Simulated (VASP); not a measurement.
Here is a VASP 6.6.1 calculation.

The input INCAR:

```
PREC = Accurate
ENCUT = 520
EDIFF = 1E-6
ISMEAR = 0
SIGMA = 0.05
LREAL = F
LASPH = T
NELM = 60
ALGO = Normal
ISIF = 2
LWAVE = F
LCHARG = T
LDIPOL = T
IDIPOL = 3
DIPOL = 0.5 0.5 0.407
GGA = PE
IVDW = 12
LELF = T
LVHAR = T
LVACPOTAV = T
NBANDS = 18
```

File KPOINTS:

```
regular mesh
0
Gamma
  9 9 1
```

The input POSCAR:

```
As
1.0
    3.5713380906      0.0000000000      0.0000000000
   -1.7856690453      3.0928695120      0.0000000000
    0.0000000000      0.0000000000     20.2952802043
As
4
Direct
    0.3333333333      0.6666666667      0.2905917062
    0.6666666667      0.3333333333      0.2217264287
    0.8333333333      0.3333333333      0.5920233711
    0.5000000000      0.6666666667      0.5231580937
```

Potentials or basis: VASP PAW PBE potentials, release 64 (As).

Command:

```bash
$ cat potpaw_PBE.64/As/POTCAR > POTCAR
$ mpirun -np 1 vasp_std > vasp.out
```

(1) Estimate the largest force.

(2) What does it give for the dispersion energy per atom?

(3) Estimate the band gap on the k mesh.

Results:

(1) 0.139 eV/Å.

(2) -0.235 eV.

(3) 1.43 eV, indirect (least direct gap 1.94 eV).
